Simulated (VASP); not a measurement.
The system is Te.

```
Te
1.0
     4.69868    0.00000    0.00000
    -2.34934    4.06918    0.00000
     0.00000    0.00000    5.33081
Te
3
Cartesian
  1.0591 0.0000 4.4423
  -0.5295 0.9172 0.8885
  1.8198 3.1520 2.6654
```

| Quantity | Value |
| --- | --- |
| Program | VASP 6.6.1 |
| Task | relaxation of cell and atoms |
| Functional | PBE |
| Potentials or basis | VASP PAW PBE potentials, release 64 (Te) |
| Cutoff | 600 eV |
| k mesh | 10 × 10 × 8 |
| Occupations | gaussian, width 0.05 eV |
| Spin | no spin polarisation |

At the start: pressure 14.2 GPa; volume 33.97 Å³/atom.

Q: How do energy, volume and symmetry change on relaxing?

A: Over 34 steps the energy falls by 389.1 meV/atom and the volume is 34.99 Å³/atom (+3.0 %); space group P3_121 (No. 152, to 0.1 Å) before and after.

The path:
| step | energy change (eV) | largest force (eV/Å) | pressure (GPa) | volume (Å³) |
| --- | --- | --- | --- | --- |
| 1 | 0.0000 | 3.5964 | 14.22 | 101.92 |
| 2 | 0.0621 | 1.2612 | -6.33 | 152.84 |
| 3 | -1.0833 | 0.0351 | -1.04 | 121.87 |
| 4 | -1.0883 | 0.0678 | -0.60 | 120.77 |
| 5 | -1.0891 | 0.1329 | -0.32 | 120.11 |
| 6 | -1.0970 | 0.1485 | -0.26 | 118.94 |
| 7 | -1.1184 | 0.1968 | -0.01 | 115.46 |
| 8 | -1.1439 | 0.2940 | 0.78 | 108.55 |
| 9 | -1.1437 | 0.3342 | 1.33 | 105.27 |
| 10 | -1.1468 | 0.3079 | 1.22 | 105.08 |
| 11 | -1.1535 | 0.2350 | 0.93 | 104.50 |
| 12 | -1.1551 | 0.1132 | 0.44 | 103.32 |
| 13 | -1.1562 | 0.1554 | 0.61 | 103.76 |
| 14 | -1.1582 | 0.1400 | 0.48 | 104.18 |
| 15 | -1.1622 | 0.0936 | 0.10 | 105.45 |
| 16 | -1.1619 | 0.0003 | -0.58 | 108.00 |
| 17 | -1.1634 | 0.0500 | -0.23 | 106.66 |
| 18 | -1.1643 | 0.0522 | -0.17 | 106.59 |
| 19 | -1.1656 | 0.0584 | -0.02 | 106.43 |
| 20 | -1.1645 | 0.0714 | 0.29 | 106.10 |
| 21 | -1.1658 | 0.0618 | 0.07 | 106.34 |
| 22 | -1.1661 | 0.0429 | -0.02 | 106.46 |
| 23 | -1.1662 | 0.0071 | -0.19 | 106.70 |
| 24 | -1.1662 | 0.0200 | -0.13 | 106.62 |
| 25 | -1.1665 | 0.0184 | -0.08 | 106.35 |
| 26 | -1.1668 | 0.0153 | 0.04 | 105.76 |
| 27 | -1.1671 | 0.0012 | -0.03 | 105.65 |
| 28 | -1.1672 | 0.0158 | -0.09 | 105.55 |
| 29 | -1.1674 | 0.0067 | 0.02 | 105.05 |
| 30 | -1.1674 | 0.0056 | 0.03 | 104.99 |
| 31 | -1.1674 | 0.0035 | 0.06 | 104.87 |
| 32 | -1.1674 | 0.0053 | 0.04 | 104.97 |
| 33 | -1.1674 | 0.0101 | -0.01 | 104.98 |
| 34 | -1.1674 | 0.0097 | -0.01 | 104.98 |

Final structure:
```cif
data_structure
_symmetry_space_group_name_H-M 'P 1'
_symmetry_Int_Tables_number 1
_cell_length_a 4.5121
_cell_length_b 4.5121
_cell_length_c 5.9540
_cell_angle_alpha 90.000
_cell_angle_beta 90.000
_cell_angle_gamma 120.000
_cell_volume 104.98
loop_
_atom_site_label
_atom_site_type_symbol
_atom_site_fract_x
_atom_site_fract_y
_atom_site_fract_z
_atom_site_occupancy
Te1 Te 0.26961 0.00000 0.83333 1
Te2 Te 0.00000 0.26961 0.16667 1
Te3 Te 0.73039 0.73039 0.50000 1
```
